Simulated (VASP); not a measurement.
# Sn (I4_1/amd) in VASP: relaxation of cell and atoms with PBEsol

Aim: the relaxation of cell and atoms of Sn with PBEsol.

Everything below comes from runs of VASP 6.6.1. Logs are shortened: lines on timing, memory, paths and dates and some standing lists are left out, and cuts for length are marked.

### 1 The cell of the first run

Symmetry: I4_1/amd, No. 141, tetragonal system. Conventional cell: a = 5.880 Å, b = 5.880 Å, c = 3.199 Å, α = 90.00°, β = 90.00°, γ = 90.00°. Within 4.0 Å of Sn (site symmetry -4m2) lie 10 Sn at 3.05 to 3.79 Å.

### 2 Relaxation of cell and atoms, PBEsol

Contents of INCAR:

```
PREC = Accurate
ENCUT = 600
EDIFF = 1E-6
ISMEAR = 0
SIGMA = 0.1
LREAL = F
LASPH = T
NELM = 80
ALGO = Fast
ISIF = 3
LWAVE = F
LCHARG = F
GGA = PS
IBRION = 2
NSW = 100
EDIFFG = -0.01
```

Contents of KPOINTS:

```
regular mesh
0
Gamma
  20 20 20
```

Contents of POSCAR:

```
Sn
1.0
   -2.9401404553      2.9401404553      1.5993019889
    2.9401404553     -2.9401404553      1.5993019889
    2.9401404553      2.9401404553     -1.5993019889
Sn
2
Direct
    0.7500000000      0.2500000000      0.5000000000
    0.0000000000      0.0000000000      0.0000000000
```

Potentials or basis: VASP PAW PBE potentials, release 64 (Sn_d).

Launch:

```
cat potpaw_PBE.64/Sn_d/POTCAR > POTCAR
mpirun -np 1 vasp_std > vasp.out
```

OUTCAR:

```text
PREC = Accurate
   ENCUT = 600
   EDIFF = 1E-6
   ISMEAR = 0
   LREAL = F
   LASPH = T
   NELM = 80
   ISIF = 3
   GGA = PS
   IBRION = 2
   NSW = 100
   EDIFFG = -0.01

 ion  position               nearest neighbor table
   1  0.750  0.250  0.500-   2 3.05   2 3.05   2 3.05   2 3.05
   2  0.000  0.000  0.000-   1 3.05   1 3.05   1 3.05   1 3.05

  LATTYP: Found a body centered tetragonal cell.
 ALAT       =     5.8802809106
 C/A-ratio  =     0.5439542815

  Lattice vectors:

 A1 = (  -2.9401404553,   2.9401404553,   1.5993019889)
 A2 = (   2.9401404553,  -2.9401404553,   1.5993019889)
 A3 = (   2.9401404553,   2.9401404553,  -1.5993019889)

Analysis of symmetry for initial positions (statically):
=====================================================================
 Subroutine PRICEL returns:
 Original cell was already a primitive cell.

 Routine SETGRP: Setting up the symmetry group for a
 body centered tetragonal supercell.

 Subroutine GETGRP returns: Found 16 space group operations
 (whereof  8 operations were pure point group operations)
 out of a pool of 16 trial point group operations.

The static configuration has the point symmetry D_2d.
 The point group associated with its full space group is D_4h.

Analysis of symmetry for dynamics (positions and initial velocities):
=====================================================================
 Subroutine PRICEL returns:
 Original cell was already a primitive cell.

 Routine SETGRP: Setting up the symmetry group for a
 body centered tetragonal supercell.

 Subroutine GETGRP returns: Found 16 space group operations
 (whereof  8 operations were pure point group operations)
 out of a pool of 16 trial point group operations.

The dynamic configuration has the point symmetry D_2d.
 The point group associated with its full space group is D_4h.

 Subroutine INISYM returns: Found 16 space group operations
 (whereof  8 operations are pure point group operations),
 and found     1 'primitive' translations

----------------------------------------------------------------------------------------

                                     Primitive cell

  volume of cell :      55.3002

  direct lattice vectors                    reciprocal lattice vectors
    -2.940140455  2.940140455  1.599301989     0.000000000  0.170059903  0.312636390
     2.940140455 -2.940140455  1.599301989     0.170059903  0.000000000  0.312636390
     2.940140455  2.940140455 -1.599301989     0.170059903  0.170059903  0.000000000

  length of vectors
     4.454954393  4.454954393  4.454954393     0.355895888  0.355895888  0.240501021

  position of ions in fractional coordinates (direct lattice)
     0.750000000  0.250000000  0.500000000
     0.000000000  0.000000000  0.000000000

  ion indices of the primitive-cell ions
   primitive index   ion index
                 1           1
                 2           2

----------------------------------------------------------------------------------------

 KPOINTS: regular mesh

Automatic generation of k-mesh.
 Grid dimensions read from file:
 generate k-points for:   20   20   20

 Generating k-lattice:

  Cartesian coordinates                     Fractional coordinates (reciprocal lattice)
     0.000000000  0.008502995  0.015631819     0.050000000  0.000000000  0.000000000
     0.008502995  0.000000000  0.015631819     0.000000000  0.050000000  0.000000000
     0.008502995  0.008502995  0.000000000     0.000000000  0.000000000  0.050000000

  Length of vectors
     0.017794794  0.017794794  0.012025051

  Shift w.r.t. Gamma in fractional coordinates (k-lattice)
     0.000000000  0.000000000  0.000000000

 Subroutine IBZKPT returns following result:
 ===========================================

 Found    641 irreducible k-points:

 Following reciprocal coordinates:
            Coordinates               Weight
  0.000000  0.000000  0.000000      1.000000
  0.050000  0.000000  0.000000      8.000000
  0.100000 -0.000000  0.000000      8.000000
  0.150000  0.000000  0.000000      8.000000
  0.200000 -0.000000  0.000000      8.000000
  0.250000 -0.000000  0.000000      8.000000
[... 16 lines left out ...]
 -0.400000  0.050000 -0.000000     16.000000
 -0.350000  0.050000  0.000000     16.000000
 [... further k-points ...]
   k-points           NKPTS =    641   k-points in BZ     NKDIM =    641   number of bands    NBANDS=     18
   number of dos      NEDOS =    301   number of ions     NIONS =      2
   total plane-waves  NPLWV =  46656
   dimension x,y,z NGX =    36 NGY =   36 NGZ =   36
   dimension x,y,z NGXF=    72 NGYF=   72 NGZF=   72
   ions per type =               2
   NGX,Y,Z   is equivalent  to a cutoff of  13.43, 13.43, 13.43 a.u.
   NGXF,Y,Z  is equivalent  to a cutoff of  26.87, 26.87, 26.87 a.u.
 SYSTEM =  unknown system
   PREC   = accura    normal or accurate (medium, high low for compatibility)
   ISTART =      0    job   : 0-new  1-cont  2-samecut
   ICHARG =      2    charge: 1-file 2-atom 10-const
   ISPIN  =      1    spin polarized calculation?
   LNONCOLLINEAR =      F non collinear calculations
   LSORBIT =      F    spin-orbit coupling
   LASPH  =      T    aspherical Exc in radial PAW
   ENCUT  =  600.0 eV  44.10 Ry    6.64 a.u.   8.90  8.90  8.90*2*pi/ulx,y,z
   NELM   =     80;   NELMIN=  2; NELMDL= -5     # of ELM steps
   EDIFF  = 0.1E-05   stopping-criterion for ELM
   LREAL  =      F    real-space projection
   EDIFFG = -.1E-01   stopping-criterion for IOM
   NSW    =    100    number of steps for IOM
   IBRION =      2    ionic relax: 0-MD 1-quasi-New 2-CG
   NFREE  =      1    steps in history (QN), initial steepest desc. (CG)
   ISIF   =      3    stress and relaxation
   ISYM   =      2    0-nonsym 1-usesym 2-fastsym
   POTIM  = 0.5000    time-step for ionic-motion
   TEBEG  =    0.0;   TEEND  =   0.0 temperature during run
   PSTRESS=    0.0 pullay stress
   NELECT =      28.0000    total number of electrons
   NUPDOWN=      -1.0000    fix difference up-down
   EMIN   =  10.00;   EMAX   =-10.00  energy-range for DOS
   EFERMI =   0.00;   METHOD = LEGACY
   ISMEAR =     0;   SIGMA  =   0.10  broadening in eV -4-tet -1-fermi 0-gaus
   EFERMI_NEDOS =   21; number of points for ismear=-14 and -15
   IALGO  =     68    algorithm
   IMIX   =      4    mixing-type and parameters
     AMIX     =   0.40;   BMIX     =  1.00
     AMIX_MAG =   1.60;   BMIX_MAG =  1.00
  volume/ion in A,a.u.               =      27.65       186.59
  Fermi-wavevector in a.u.,A,eV,Ry     =   1.304824  2.465760 23.164816  1.702566
  Thomas-Fermi vector in A             =   2.435734
   LORBIT       =      0    0 simple, 1 ext, 2 COOP (PROOUT), +10 PAW based schemes
   GGA     = PS    functional components
   LHFCALC =     F    Hartree Fock is set to
   AEXX    =    0.0000 exact exchange contribution
   IVDW    =     0    specifies the selected vdW correction
   LEPSILON=     F    determine dielectric tensor
   LRPA    =     F    only Hartree local field effects (RPA)
 conjugate gradient relaxation of ions
 non-spin polarized calculation
 RMM-DIIS sequential band-by-band and
 Gauss-broadening in eV      SIGMA  =   0.10
  energy-cutoff  :      600.00
  volume of cell :       55.30
 maximum number of plane-waves:      1880
   NGX = 17   NGY = 17   NGZ = 17

--------------------------------------- Ionic step        1  -------------------------------------------

 number of electron      27.9999990 magnetization

 Free energy of the ion-electron system (eV)
  ---------------------------------------------------
  ext. energy  EPLUGINS =         0.00000000
  ---------------------------------------------------
  free energy    TOTEN  =        -8.51611444 eV

  energy without entropy =       -8.51157275  energy(sigma->0) =       -8.51384359

------------------------ aborting loop because EDIFF is reached ----------------------------------------

  FORCE on cell =-STRESS in cart. coord.  units (eV):
  Direction    XX          YY          ZZ          XY          YZ          ZX
  --------------------------------------------------------------------------------------
  -------------------------------------------------------------------------------------
  Total       -0.4537188     -0.4537188     -0.5744076      0.0000000      0.0000000      0.0000000
  in kB      -13.1453058    -13.1453058    -16.6419466      0.0000000      0.0000000      0.0000000
  external PRESSURE =     -14.3108527 kB  Pullay stress =       0.0000000 kB
[... 165 lines left out ...]
  energy  without entropy=       -8.5192507230  energy(sigma->0) =       -8.52144349

--------------------------------------- Ionic step        6  -------------------------------------------

 number of electron      28.0000002 magnetization

 Free energy of the ion-electron system (eV)
  ---------------------------------------------------
  ext. energy  EPLUGINS =         0.00000000
  ---------------------------------------------------
  free energy    TOTEN  =        -8.52367879 eV

  energy without entropy =       -8.51929564  energy(sigma->0) =       -8.52148721

 E-fermi :   7.9086     XC(G=0): -10.4951

 val. band max:        7.9040509796   @ k =  -0.2500  -0.4000   0.0500
 cond. band min:       7.9097232737   @ k =   0.4500   0.1500   0.0500
 fundamental gap:      0.0056722941
 Fermi energy:         7.9086235643

 k-point     1 :       0.0000    0.0000    0.0000
  band No.  band energies     occupation
      1     -13.6304      2.00000
      2     -13.5516      2.00000
      3     -13.5019      2.00000
      4     -13.4962      2.00000
      5     -13.3301      2.00000
      6     -13.3301      2.00000
[... 10 lines left out ...]
     17      14.1166      0.00000
     18      14.9600      0.00000
[... 466 lines left out ...]
      2     -13.4517      2.00000
      3     -13.4447      2.00000
      4     -13.4333      2.00000
      5     -13.3968      2.00000
      6     -13.3622      2.00000
[... 10 lines left out ...]
     17      11.4104      0.00000
     18      12.0150      0.00000

 [... further k-points ...]
[... 5 lines left out ...]
  --------------------------------------------------------------------------------------
  -------------------------------------------------------------------------------------
  Total       -0.0096850     -0.0096850     -0.0075269      0.0000000      0.0000000      0.0000000
  in kB       -0.2885710     -0.2885710     -0.2242705      0.0000000      0.0000000      0.0000000
  external PRESSURE =      -0.2671375 kB  Pullay stress =       0.0000000 kB
[... 17 lines left out ...]
  FREE ENERGIE OF THE ION-ELECTRON SYSTEM (eV)
  ---------------------------------------------------
  free  energy   TOTEN  =        -8.5236787879 eV

  energy  without entropy=       -8.5192956362  energy(sigma->0) =       -8.52148721

 reached required accuracy - stopping structural energy minimisation
```

It took 52 min on 1 thread of Oxide Virtual Turin-like, shared host; peak memory 0.7 GiB.

What came out:

- Free energy: -8.5237 eV
- Relaxed volume: 26.89 Å³/atom
- Relaxed cell: a = 4.420 Å, b = 4.420 Å, c = 4.420 Å, α = 97.31°, β = 97.31°, γ = 138.19°
- Space group after relaxing (to 0.1 Å): I4_1/amd (No. 141)
- Energy gained by relaxing: 3.8 meV/atom
- Ionic steps: 6
- Pressure after relaxing: 0.0 GPa
- Band gap on the k mesh: zero (bands 14 and 15 overlap by 4.22 eV)

The path:
```
step  energy change (eV)  largest force (eV/Å)  pressure (GPa)  volume (Å³)
   1              0.0000                0.0000           -1.43        55.30
   2             -0.0069                0.0000            0.44        53.35
   3             -0.0074                0.0000            0.04        53.74
   4             -0.0074                0.0000           -0.06        53.77
   5             -0.0075                0.0000           -0.02        53.77
   6             -0.0076                0.0000           -0.03        53.77
```

Final structure:
```
Sn
1.0
    -2.91965    2.91965    1.57701
     2.91965   -2.91965    1.57701
     2.91965    2.91965   -1.57701
Sn
2
Direct
  0.75000 0.25000 0.50000
  0.00000 0.00000 0.00000
```

Caveat: the PAW data sets were made with another functional, which shifts forces and pressure a little; spin-orbit coupling is left out, which moves the levels of the heavy elements.
